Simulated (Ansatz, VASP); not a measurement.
Si2Mo in VASP and in Ansatz

File INCAR:

```
SYSTEM = Si2Mo
  PREC = Accurate
  ENCUT = 520
  EDIFF = 1E-6
  ISMEAR = 0
  SIGMA = 0.15
  LREAL = .False.
  LASPH = .True.
  NELM = 60
  ALGO = Normal
  ISIF = 2
  LWAVE = .False.
  LCHARG = .True.
  GGA = PE
  LELF = .True.
  LVHAR = .True.
  NBANDS = 18
```

The input KPOINTS:

```
regular mesh
0
Gamma
  20 20 20
  0 0 0
```

File POSCAR:

```
Si2Mo
1.0
   -1.6486342894      1.6486342894      4.1333354568
    1.6486342894     -1.6486342894      4.1333354568
    1.6486342894      1.6486342894     -4.1333354568
Si Mo
2 1
Direct
    0.3350991346      0.3350991346      0.0000000000
    0.6649008654      0.6649008654      0.0000000000
    0.0000000000      0.0000000000      0.0000000000
```

Input for Ansatz:

```yaml
crystal:
  lattice:
    - [-1.6486342894, 1.6486342894, 4.1333354568]
    - [1.6486342894, -1.6486342894, 4.1333354568]
    - [1.6486342894, 1.6486342894, -4.1333354568]
  atoms:
    - { symbol: Si, position: [0.3350991346, 0.3350991346, 0.0] }
    - { symbol: Si, position: [0.6649008654, 0.6649008654, 0.0] }
    - { symbol: Mo, position: [0.0, 0.0, 0.0] }
basis:
  ecutwfc: 420
kpoints:
  mp_grid: { grid: [20, 20, 20] }
hamiltonian:
  xc: pbe
scf:
  occupations: { method: gaussian, width: 0.15 }
output:
  forces: true
  stress: true
  eigenvalues: true
```

Change from the starting cell: strain +0.025 along x and y, +0.050 along z, atoms carried along.

Alike in both runs: task single point; functional PBE; k mesh 20 × 20 × 20; occupations gaussian, width 0.15 eV; no spin polarisation.

|  | VASP | Ansatz |
| --- | --- | --- |
| version | VASP 6.6.1 | Ansatz 0.2.0 |
| potentials or method | VASP PAW PBE potentials, release 64 (Si, Mo_sv), cutoff 520 eV | scalar-relativistic, plane waves, PAW |
| valence electrons in the cell | 22 | 22 |

```tsv
	VASP	Ansatz	Ansatz less VASP
gap on the k mesh at the Fermi level (eV)	none	none	-
pressure (GPa)	-16.3	-16.5	-0.13
traceless stress, the component that is largest in VASP (GPa)	-5.68	-5.67	+0.009
rms of the force components (eV/Å)	0.119	0.121	+0.0021
```

Atom by atom the forces differ by 0.002 eV/Å (rms over components). A gap of «none» marks a metal or a gap that the smearing closes.
